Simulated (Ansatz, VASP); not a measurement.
# Pd in VASP and in Ansatz

```
Pd
1.0
     0.00000    1.95865    1.95865
     1.95865    0.00000    1.95865
     1.95865    1.95865    0.00000
Pd
1
Direct
  0.00000 0.00000 0.00000
```

Alike in both runs: task single point; functional LDA; k mesh 8 × 8 × 8; occupations gaussian, width 0.1 eV; no spin polarisation.

|  | VASP | Ansatz |
| --- | --- | --- |
| version | VASP 6.6.1 | Ansatz 0.2.0 |
| potentials or method | VASP PAW LDA potentials, release 64 (Pd), cutoff 520 eV | scalar-relativistic, plane waves, PAW |
| valence electrons in the cell | 10 | 18 |

|  | VASP | Ansatz | Ansatz less VASP |
| --- | --- | --- | --- |
| gap on the k mesh at the Fermi level (eV) | none | none | - |
| pressure (GPa) | -10.6 | -10.9 | -0.33 |

Ansatz warns that its potentials were made for another functional, while VASP's fit it. LDA's correlation is that of Perdew and Zunger in VASP and of Perdew and Wang (1992) in Ansatz. A gap of «none» marks a metal or a gap that the smearing closes. VASP's potentials hold 10 valence electrons a cell and Ansatz's 18, so a difference there can come from the potentials and not from the codes.
